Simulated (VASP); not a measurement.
# SnO (P4/nmm) in VASP: single point with PBE

Aim: the single point of SnO with PBE.

All numbers are computed with VASP 6.6.1; they aren't measurements. Logs are shortened: lines on timing, memory, paths and dates and some standing lists are left out, and cuts for length are marked.

### 1 The cell of the first run

The structure is tetragonal, space group P4/nmm (No. 129). The conventional cell has a = 3.799 Å, b = 3.799 Å, c = 4.841 Å, α = 90.00°, β = 90.00°, γ = 90.00°. Within 3.0 Å of Sn (site symmetry 4mm) lie 4 O at 2.23 Å. O (site symmetry -4m2) has 4 Sn at 2.23 Å and 4 O at 2.69 Å within 3.0 Å.

### 2 Single point, PBE

The input, INCAR:

```
ALGO     = Normal         # electronic algorithm
EDIFF    = 1E-6           # SCF threshold, eV
ENCUT    = 1340           # plane-wave cutoff, eV
GGA      = PE             # functional
GGA_COMPAT= False        
ISIF     = 2              # what is computed and relaxed
ISMEAR   = -1             # smearing method
LASPH    = True           # aspherical terms in the spheres
LCHARG   = False          # write CHGCAR
LREAL    = False          # projectors in reciprocal space
LWAVE    = False          # write WAVECAR
NBANDS   = 28             # bands
NELM     = 120            # most SCF steps
PREC     = Accurate       # precision mode
SIGMA    = 0.02           # smearing width, eV
```

The input, KPOINTS:

```
k-points
0
Gamma
  5 5 4
```

The input, POSCAR:

```
SnO
1.0
    3.7986000000      0.0000000000      0.0000000000
    0.0000000000      3.7986000000      0.0000000000
    0.0000000000      0.0000000000      4.8408000000
Sn O
2 2
Direct
    0.5000000000      0.0000000000      0.2420408503
    0.0000000000      0.5000000000      0.7579591497
    0.0000000000      0.0000000000      0.0000000000
    0.5000000000      0.5000000000      0.0000000000
```

Potentials or basis: VASP PAW PBE potentials, release 64 (Sn_d, O_h).

Launch:

```sh
$ cat potpaw_PBE.64/Sn_d/POTCAR potpaw_PBE.64/O_h/POTCAR > POTCAR
$ mpirun -np 1 vasp_std > vasp.out
```

OUTCAR:

```text
EDIFF = 1E-6
   ENCUT = 1340
   GGA = PE
   ISIF = 2
   ISMEAR = -1
   LASPH = True
   LREAL = False
   NELM = 120
   PREC = Accurate

 ion  position               nearest neighbor table
   1  0.500  0.000  0.242-   3 2.23   4 2.23   4 2.23   3 2.23   2 3.56   2 3.56   2 3.56   2 3.56
                             2 3.67   2 3.67   2 3.67   2 3.67
   2  0.000  0.500  0.758-   3 2.23   4 2.23   3 2.23   4 2.23   1 3.56   1 3.56   1 3.56   1 3.56
                             1 3.67   1 3.67   1 3.67   1 3.67
   3  0.000  0.000  0.000-   1 2.23   2 2.23   2 2.23   1 2.23
   4  0.500  0.500  0.000-   1 2.23   2 2.23   1 2.23   2 2.23

  LATTYP: Found a simple tetragonal cell.
 ALAT       =     3.7986000000
 C/A-ratio  =     1.2743642395

  Lattice vectors:

 A1 = (   3.7986000000,   0.0000000000,   0.0000000000)
 A2 = (   0.0000000000,   3.7986000000,   0.0000000000)
 A3 = (   0.0000000000,   0.0000000000,   4.8408000000)

Analysis of symmetry for initial positions (statically):
=====================================================================
 Subroutine PRICEL returns:
 Original cell was already a primitive cell.

 Routine SETGRP: Setting up the symmetry group for a
 simple tetragonal supercell.

 Subroutine GETGRP returns: Found 16 space group operations
 (whereof  8 operations were pure point group operations)
 out of a pool of 16 trial point group operations.

The static configuration has the point symmetry D_2d.
 The point group associated with its full space group is D_4h.

Analysis of symmetry for dynamics (positions and initial velocities):
=====================================================================
 Subroutine PRICEL returns:
 Original cell was already a primitive cell.

 Routine SETGRP: Setting up the symmetry group for a
 simple tetragonal supercell.

 Subroutine GETGRP returns: Found 16 space group operations
 (whereof  8 operations were pure point group operations)
 out of a pool of 16 trial point group operations.

The dynamic configuration has the point symmetry D_2d.
 The point group associated with its full space group is D_4h.

 Subroutine INISYM returns: Found 16 space group operations
 (whereof  8 operations are pure point group operations),
 and found     1 'primitive' translations

----------------------------------------------------------------------------------------

                                     Primitive cell

  volume of cell :      69.8497

  direct lattice vectors                    reciprocal lattice vectors
     3.798600000  0.000000000  0.000000000     0.263254883  0.000000000  0.000000000
     0.000000000  3.798600000  0.000000000     0.000000000  0.263254883  0.000000000
     0.000000000  0.000000000  4.840800000     0.000000000  0.000000000  0.206577425

  length of vectors
     3.798600000  3.798600000  4.840800000     0.263254883  0.263254883  0.206577425

  position of ions in fractional coordinates (direct lattice)
     0.500000000  0.000000000  0.242040850
     0.000000000  0.500000000  0.757959150
     0.000000000  0.000000000  0.000000000
     0.500000000  0.500000000  0.000000000

  ion indices of the primitive-cell ions
   primitive index   ion index
                 1           1
                 2           2
                 3           3
                 4           4

----------------------------------------------------------------------------------------

 KPOINTS: k-points

Automatic generation of k-mesh.
 Grid dimensions read from file:
 generate k-points for:    5    5    4

 Generating k-lattice:

  Cartesian coordinates                     Fractional coordinates (reciprocal lattice)
     0.052650977  0.000000000  0.000000000     0.200000000  0.000000000  0.000000000
     0.000000000  0.052650977  0.000000000     0.000000000  0.200000000  0.000000000
     0.000000000  0.000000000  0.051644356     0.000000000  0.000000000  0.250000000

  Length of vectors
     0.052650977  0.052650977  0.051644356

  Shift w.r.t. Gamma in fractional coordinates (k-lattice)
     0.000000000  0.000000000  0.000000000

 Subroutine IBZKPT returns following result:
 ===========================================

 Found     18 irreducible k-points:

 Following reciprocal coordinates:
            Coordinates               Weight
  0.000000  0.000000  0.000000      1.000000
  0.200000  0.000000  0.000000      4.000000
  0.400000  0.000000  0.000000      4.000000
  0.200000  0.200000  0.000000      4.000000
  0.400000  0.200000  0.000000      8.000000
  0.400000  0.400000  0.000000      4.000000
[... 10 lines left out ...]
  0.400000  0.200000  0.500000      8.000000
  0.400000  0.400000  0.500000      4.000000
   k-points           NKPTS =     18   k-points in BZ     NKDIM =     18   number of bands    NBANDS=     28
   number of dos      NEDOS =    301   number of ions     NIONS =      4
   total plane-waves  NPLWV = 138240
   dimension x,y,z NGX =    48 NGY =   48 NGZ =   60
   dimension x,y,z NGXF=    96 NGYF=   96 NGZF=  120
   ions per type =               2   2
   NGX,Y,Z   is equivalent  to a cutoff of  21.01, 21.01, 20.61 a.u.
   NGXF,Y,Z  is equivalent  to a cutoff of  42.01, 42.01, 41.21 a.u.
 SYSTEM =  unknown system
   PREC   = accura    normal or accurate (medium, high low for compatibility)
   ISTART =      0    job   : 0-new  1-cont  2-samecut
   ICHARG =      2    charge: 1-file 2-atom 10-const
   ISPIN  =      1    spin polarized calculation?
   LNONCOLLINEAR =      F non collinear calculations
   LSORBIT =      F    spin-orbit coupling
   LASPH  =      T    aspherical Exc in radial PAW
   ENCUT  = 1340.0 eV  98.49 Ry    9.92 a.u.  11.34 11.34 14.45*2*pi/ulx,y,z
   NELM   =    120;   NELMIN=  2; NELMDL= -5     # of ELM steps
   EDIFF  = 0.1E-05   stopping-criterion for ELM
   LREAL  =      F    real-space projection
   EDIFFG = 0.1E-04   stopping-criterion for IOM
   NSW    =      0    number of steps for IOM
   IBRION =     -1    ionic relax: 0-MD 1-quasi-New 2-CG
   NFREE  =      0    steps in history (QN), initial steepest desc. (CG)
   ISIF   =      2    stress and relaxation
   ISYM   =      2    0-nonsym 1-usesym 2-fastsym
   POTIM  = 0.5000    time-step for ionic-motion
   TEBEG  =    0.0;   TEEND  =   0.0 temperature during run
   PSTRESS=    0.0 pullay stress
   NELECT =      40.0000    total number of electrons
   NUPDOWN=      -1.0000    fix difference up-down
   EMIN   =  10.00;   EMAX   =-10.00  energy-range for DOS
   EFERMI =   0.00;   METHOD = LEGACY
   ISMEAR =    -1;   SIGMA  =   0.02  broadening in eV -4-tet -1-fermi 0-gaus
   EFERMI_NEDOS =   21; number of points for ismear=-14 and -15
   IALGO  =     38    algorithm
   IMIX   =      4    mixing-type and parameters
     AMIX     =   0.40;   BMIX     =  1.00
     AMIX_MAG =   1.60;   BMIX_MAG =  1.00
  volume/ion in A,a.u.               =      17.46       117.84
  Fermi-wavevector in a.u.,A,eV,Ry     =   1.359482  2.569048 25.146163  1.848191
  Thomas-Fermi vector in A             =   2.486226
   LORBIT       =      0    0 simple, 1 ext, 2 COOP (PROOUT), +10 PAW based schemes
   GGA     = PE    functional components
   LHFCALC =     F    Hartree Fock is set to
   AEXX    =    0.0000 exact exchange contribution
   IVDW    =     0    specifies the selected vdW correction
   LEPSILON=     F    determine dielectric tensor
   LRPA    =     F    only Hartree local field effects (RPA)
 non-spin polarized calculation
  energy-cutoff  :     1340.00
  volume of cell :       69.85
 maximum number of plane-waves:      7807
 NGX is ok and might be reduce to    48
   NGX = 23   NGY = 23   NGZ = 29

 number of electron      40.0000000 magnetization

 Free energy of the ion-electron system (eV)
  ---------------------------------------------------
  ext. energy  EPLUGINS =         0.00000000
  ---------------------------------------------------
  free energy    TOTEN  =       -22.68954732 eV

  energy without entropy =      -22.68954261  energy(sigma->0) =      -22.68954497

 E-fermi :   7.6339     XC(G=0): -10.2837

 val. band max:        7.4872361069   @ k =   0.0000   0.0000   0.0000
 cond. band min:       7.8083812685   @ k =   0.4000   0.4000   0.0000
 fundamental gap:      0.3211451616
 Fermi energy:         7.6339409269

 k-point     1 :       0.0000    0.0000    0.0000
  band No.  band energies     occupation
      1     -14.5778      2.00000
      2     -14.1685      2.00000
      3     -14.1645      2.00000
      4     -14.1645      2.00000
      5     -14.1260      2.00000
      6     -14.1125      2.00000
[... 20 lines left out ...]
     27      14.0731      0.00000
     28      14.4981      0.00000

 k-point     2 :       0.2000    0.0000    0.0000
  band No.  band energies     occupation
      1     -14.5568      2.00000
      2     -14.1998      2.00000
      3     -14.1586      2.00000
      4     -14.1545      2.00000
      5     -14.1354      2.00000
      6     -14.1282      2.00000
[... 20 lines left out ...]
     27      14.4306      0.00000
     28      16.9479      0.00000

 k-point     3 :       0.4000    0.0000    0.0000
  band No.  band energies     occupation
      1     -14.4978      2.00000
      2     -14.3801      2.00000
      3     -14.1412      2.00000
      4     -14.1350      2.00000
      5     -14.1302      2.00000
      6     -14.1287      2.00000
[... 20 lines left out ...]
     27      15.1517      0.00000
     28      16.8233      0.00000

 k-point     4 :       0.2000    0.2000    0.0000
  band No.  band energies     occupation
      1     -14.5446      2.00000
      2     -14.2772      2.00000
      3     -14.1677      2.00000
      4     -14.1463      2.00000
      5     -14.1299      2.00000
      6     -14.1290      2.00000
[... 20 lines left out ...]
     27      16.0700      0.00000
     28      16.3042      0.00000

 k-point     5 :       0.4000    0.2000    0.0000
  band No.  band energies     occupation
      1     -14.5091      2.00000
      2     -14.4224      2.00000
      3     -14.1481      2.00000
      4     -14.1344      2.00000
      5     -14.1307      2.00000
      6     -14.1283      2.00000
[... 20 lines left out ...]
     27      15.2242      0.00000
     28      15.8403      0.00000

 k-point     6 :       0.4000    0.4000    0.0000
  band No.  band energies     occupation
      1     -14.5266      2.00000
      2     -14.4983      2.00000
      3     -14.1448      2.00000
      4     -14.1425      2.00000
      5     -14.1188      2.00000
      6     -14.1091      2.00000
[... 277 lines left out ...]
      5     -14.1275      2.00000
      6     -14.1254      2.00000
[... 20 lines left out ...]
     27      15.9367      0.00000
     28      16.9911      0.00000

 k-point    16 :       0.2000    0.2000    0.5000
  band No.  band energies     occupation
      1     -14.5351      2.00000
      2     -14.2954      2.00000
      3     -14.1607      2.00000
      4     -14.1513      2.00000
      5     -14.1258      2.00000
      6     -14.1114      2.00000
[... 20 lines left out ...]
     27      17.2404      0.00000
     28      17.5070      0.00000

 k-point    17 :       0.4000    0.2000    0.5000
  band No.  band energies     occupation
      1     -14.5040      2.00000
      2     -14.4255      2.00000
      3     -14.1564      2.00000
      4     -14.1492      2.00000
      5     -14.1198      2.00000
      6     -14.1195      2.00000
[... 20 lines left out ...]
     27      17.4526      0.00000
     28      17.6820      0.00000

 k-point    18 :       0.4000    0.4000    0.5000
  band No.  band energies     occupation
      1     -14.5015      2.00000
      2     -14.4741      2.00000
      3     -14.1428      2.00000
      4     -14.1320      2.00000
      5     -14.1126      2.00000
      6     -14.1078      2.00000
[... 20 lines left out ...]
     27      17.4447      0.00000
     28      17.5682      0.00000

------------------------ aborting loop because EDIFF is reached ----------------------------------------

  FORCE on cell =-STRESS in cart. coord.  units (eV):
  Direction    XX          YY          ZZ          XY          YZ          ZX
  --------------------------------------------------------------------------------------
  -------------------------------------------------------------------------------------
  Total        1.7867681      1.7867681      0.9537643      0.0000000     -0.0000000      0.0000000
  in kB       40.9840151     40.9840151     21.8769806      0.0000000     -0.0000000      0.0000000
  external PRESSURE =      34.6150036 kB  Pullay stress =       0.0000000 kB

 VOLUME and BASIS-vectors are now :
 -----------------------------------------------------------------------------
  energy-cutoff  :     1340.00
  volume of cell :       69.85
      direct lattice vectors                 reciprocal lattice vectors
     3.798600000  0.000000000  0.000000000     0.263254883  0.000000000  0.000000000
     0.000000000  3.798600000  0.000000000     0.000000000  0.263254883  0.000000000
     0.000000000  0.000000000  4.840800000     0.000000000  0.000000000  0.206577425

 POSITION                                       TOTAL-FORCE (eV/Angst)
 -----------------------------------------------------------------------------------
      1.89930      0.00000      1.17167        -0.000000      0.000000      0.080605
      0.00000      1.89930      3.66913         0.000000      0.000000     -0.080605
      0.00000      0.00000      0.00000         0.000000     -0.000000      0.000000
      1.89930      1.89930      0.00000         0.000000      0.000000      0.000000
 -----------------------------------------------------------------------------------
    total drift:                                0.000000      0.000000      0.000000

  FREE ENERGIE OF THE ION-ELECTRON SYSTEM (eV)
  ---------------------------------------------------
  free  energy   TOTEN  =       -22.6895473204 eV

  energy  without entropy=      -22.6895426129  energy(sigma->0) =      -22.68954497
```

Wall time 2 min (1 thread of Intel Xeon Platinum 8259CL at 2.50GHz (Skylake/Cascade Lake), shared host); peak memory 0.4 GiB.

What came out:

* Free energy: -22.6895 eV
* Pressure: 3.5 GPa
* Largest force: 0.081 eV/Å
* Band gap on the k mesh: 0.32 eV (least direct gap 2.08 eV)

Forces in eV/Å, atoms in the order of the input:
```
Sn   0.000  0.000  0.081
Sn   0.000  0.000 -0.081
O    0.000  0.000  0.000
O    0.000  0.000  0.000
```

Levels at points of the mesh, in eV from the valence-band top:
```tsv
k point	band 17	band 18	band 19	band 20	band 21	band 22	band 23	band 24
(0.00, 0.00, 0.00)	-3.51	-3.14	-3.14	0.00	2.12	4.45	4.51	4.51
(0.00, 0.00, 0.50)	-3.16	-3.15	-3.15	-2.36	1.77	2.81	2.81	3.65
```

Caveat: the cell stands under pressure; semilocal functionals underestimate gaps, and a narrow one can read as zero; spin-orbit coupling is left out, which moves the levels of the heavy elements.
